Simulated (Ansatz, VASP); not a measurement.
# One calculation of Mo, two programs

File INCAR:

```
SYSTEM = Mo
ALGO     = Normal         ! electronic algorithm
EDIFF    = 1E-6           ! SCF threshold, eV
ENCUT    = 520            ! plane-wave cutoff, eV
GGA      = PE             ! functional
ISIF     = 2              ! what is computed and relaxed
ISMEAR   = -1             ! smearing method
LASPH    = .TRUE.         ! aspherical terms in the spheres
LCHARG   = .FALSE.        ! write CHGCAR
LREAL    = .FALSE.        ! projectors in reciprocal space
LWAVE    = .FALSE.        ! write WAVECAR
NBANDS   = 13             ! bands
NELM     = 60             ! most SCF steps
PREC     = Accurate       ! precision mode
SIGMA    = 0.1            ! smearing width, eV
```

Contents of KPOINTS:

```
k-points
0
G
  9 9 9
  0 0 0
```

The input POSCAR:

```
Mo
1.0
   -1.5813793950      1.5813793950      1.5813793950
    1.5813793950     -1.5813793950      1.5813793950
    1.5813793950      1.5813793950     -1.5813793950
Mo
1
Direct
    0.0000000000      0.0000000000      0.0000000000
```

Input for Ansatz:

```yaml
crystal:
  lattice:
    - [-1.581379395, 1.581379395, 1.581379395]
    - [1.581379395, -1.581379395, 1.581379395]
    - [1.581379395, 1.581379395, -1.581379395]
  atoms:
    - { symbol: Mo, position: [0.0, 0.0, 0.0] }
hamiltonian:
  xc: pbe
  pseudopotentials:
    kind: paw
    azcp:
      Mo: "pseudopotentials/Mo.paw.azcp"
basis:
  ecutwfc: 420
  fft_grid_basis: typed
kpoints:
  mp_grid: { grid: [9, 9, 9], shift: [0, 0, 0] }
magnetization:
  spin_polarized: false
scf:
  occupations: { method: fermi_dirac, width: 0.1 }
  lower_state_search: "off"
output:
  stress: true
  write_density: true
  write_potential: true
  elf: true
  volumetric_format: npy
```

Alike in both runs: task single point; functional PBE; k mesh 9 × 9 × 9; occupations fermi-dirac, width 0.1 eV; no spin polarisation.

```csv
,VASP,Ansatz
version,VASP 6.6.1,Ansatz 0.2.0
potentials or method,"VASP PAW PBE potentials, release 64 (Mo_sv), cutoff 520 eV","plane waves (420 eV) with PAW, scalar-relativistic"
valence electrons in the cell,14,14
```

```tsv
	VASP	Ansatz	Ansatz less VASP
pressure (GPa)	-0.1	-0.7	-0.51
```

The functional is the same, so the differences come from potentials, cutoffs and numerics.
